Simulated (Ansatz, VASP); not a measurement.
One calculation of Br, two programs

INCAR

```
SYSTEM = Br
ALGO = Normal
EDIFF = 1E-7
EDIFFG = -0.01
ENCUT = 600
GGA = PS
IBRION = 2
ISIF = 3
ISMEAR = 0
LASPH = .True.
LCHARG = .False.
LREAL = .False.
LWAVE = .False.
NELM = 100
NSW = 100
PREC = Accurate
SIGMA = 0.1
```

File KPOINTS:

```
k-points
0
Gamma
  21 21 18
  0 0 0
```

POSCAR

```
Br
1.0
    3.1936499259      0.0000000000      0.0000000000
   -1.5968249630      2.7657819667      0.0000000000
    0.0000000000      0.0000000000      2.9187309305
Br
1
Direct
    0.0000000000      0.0000000000      0.0000000000
```

Input for Ansatz:

```yaml
crystal:
  lattice:
    - [3.1936499259, 0.0, 0.0]
    - [-1.596824963, 2.7657819667, 0.0]
    - [0.0, 0.0, 2.9187309305]
  atoms:
    - { symbol: Br, position: [0.0, 0.0, 0.0] }
basis:
  ecutwfc: 420
kpoints:
  mp_grid: { grid: [21, 21, 18] }
hamiltonian:
  xc: pbesol
scf:
  occupations: { method: gaussian, width: 0.1 }
output:
  forces: true
  stress: true
  eigenvalues: true
relax:
  adjacent_minimum: "off"
  f_tol: 0.01
  max_steps: 80
  cell: { stress_tol: 0.05 }
```

Alike in both runs: task relaxation of cell and atoms; functional PBEsol; k mesh 21 × 21 × 18; occupations gaussian, width 0.1 eV; no spin polarisation.

|  | VASP | Ansatz |
| --- | --- | --- |
| version | VASP 6.6.1 | Ansatz 0.2.0 |
| potentials or method | VASP PAW PBE potentials, release 64 (Br), cutoff 600 eV | scalar-relativistic, plane waves, PAW |
| valence electrons in the cell | 7 | 7 |

|  | VASP | Ansatz | Ansatz less VASP |
| --- | --- | --- | --- |
| gap on the k mesh at the Fermi level, each at its own relaxed structure (eV) | none | none | - |
| relaxed volume (Å³/atom) | 31.03 | 31.02 | -0.014 |
| relaxed cell length with the largest relative difference (Å) | 2.542 | 2.541 | -0.0009 |

VASP's potentials were made for PBE, not for PBEsol. A gap of «none» marks a metal or a gap that the smearing closes.

Noted on VASP's run: the volume moved by over 15 % at a fixed basis, so the end points are rough.
